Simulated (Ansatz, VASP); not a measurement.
Two plane-wave programs on CaO

```xyz
2
Lattice="0.1273 2.5143 2.5143 2.5143 0.1273 2.5143 2.5143 2.5143 0.1273" Properties=species:S:1:pos:R:3 pbc="T T T"
Ca    0.0000    0.0000    0.0000
O     2.5779    2.5779    2.5779
```

Alike in both runs: task single point; functional r2SCAN; k mesh 10 × 10 × 10; occupations gaussian, width 0.05 eV; no spin polarisation.

```csv
,VASP,Ansatz
version,VASP 6.6.1,Ansatz 0.2.0
potentials or method,"VASP PAW PBE potentials, release 64 (Ca_sv, O), cutoff 520 eV","scalar-relativistic, plane waves, PAW"
valence electrons in the cell,16,16
```

|  | VASP | Ansatz | Ansatz less VASP |
| --- | --- | --- | --- |
| gap on the k mesh at the Fermi level (eV) | 4.04 | 4.05 | +0.008 |
| least direct gap on the mesh (eV) | 4.41 | 4.42 | +0.010 |
| pressure (GPa) | -5.8 | -6.7 | -0.82 |
| traceless stress, the component that is largest in VASP (GPa) | -4.48 | -4.51 | -0.034 |

VASP's potentials were made for PBE, not for r2SCAN. The functional is the same, so the differences come from potentials, cutoffs and numerics.
